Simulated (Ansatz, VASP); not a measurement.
# One calculation of Na, two programs

```xyz
2
Lattice="0.0000 3.3781 3.3781 3.3781 0.0000 3.3781 3.3781 3.3781 0.0000" Properties=species:S:1:pos:R:3 pbc="T T T"
Na   -0.8445   -0.8445   -0.8445
Na    0.8445    0.8445    0.8445
```

Alike in both runs: task single point; functional LDA; k mesh 10 × 10 × 10; occupations fermi-dirac, width 0.08 eV; no spin polarisation.

|  | VASP | Ansatz |
| --- | --- | --- |
| version | VASP 6.6.1 | Ansatz 0.2.0 |
| potentials or method | VASP PAW LDA potentials, release 64 (Na_pv) | PAW with Ansatz's default frozen-core files, scalar-relativistic |
| plane-wave cutoff (eV) | 520 | 420 |
| valence electrons in the cell | 14 | 18 |

```tsv
	VASP	Ansatz	Ansatz less VASP
gap on the k mesh at the Fermi level (eV)	none	none	-
pressure (GPa)	1.2	1.2	+0.03
```

LDA's correlation is that of Perdew and Zunger in VASP and of Perdew and Wang (1992) in Ansatz. A gap of «none» marks a metal or a gap that the smearing closes. VASP's potentials hold 14 valence electrons a cell and Ansatz's 18, so a difference there can come from the potentials and not from the codes.
